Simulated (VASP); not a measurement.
Wanted: the native input for a VASP 6.6.1 run.

```
Task                   : single point
Functional             : PBE
Potentials or basis    : VASP PAW PBE potentials, release 64 (Al)
Cutoff                 : 520 eV
k mesh                 : 12 × 12 × 12
Occupations            : methfessel-paxton, width 0.1 eV
Spin                   : no spin polarisation
Dipole correction      : no
Further INCAR settings : ALGO = Normal; EDIFF = 1e-06; NBANDS = 8
```

The structure of Al lies in POSCAR:

```
Al
1.0
    0.0000000000      1.9693027183      1.9693027183
    1.9693027183      0.0000000000      1.9693027183
    1.9693027183      1.9693027183      0.0000000000
Al
1
Direct
    0.0000000000      0.0000000000      0.0000000000
```

The input as run:

INCAR

```
SYSTEM = Al
PREC = Accurate
ENCUT = 520
EDIFF = 1E-6
ISMEAR = 1
SIGMA = 0.1
LREAL = .False.
LASPH = .True.
NELM = 60
ALGO = Normal
ISIF = 2
LWAVE = .False.
LCHARG = .False.
GGA = PE
NBANDS = 8
```

KPOINTS

```
regular mesh
0
Gamma
  12 12 12
  0 0 0
```

Potentials or basis: VASP PAW PBE potentials, release 64 (Al).

Run with:

```sh
$ cat potpaw_PBE.64/Al/POTCAR > POTCAR
$ mpirun -np 1 vasp_std > vasp.out
```

Results of the run:

```
Pressure : 7.4 GPa
```

Run time: 6.1 s on 1 thread of AMD EPYC 7R13 Processor (Zen 3) (shared host), peak memory 0.1 GiB.
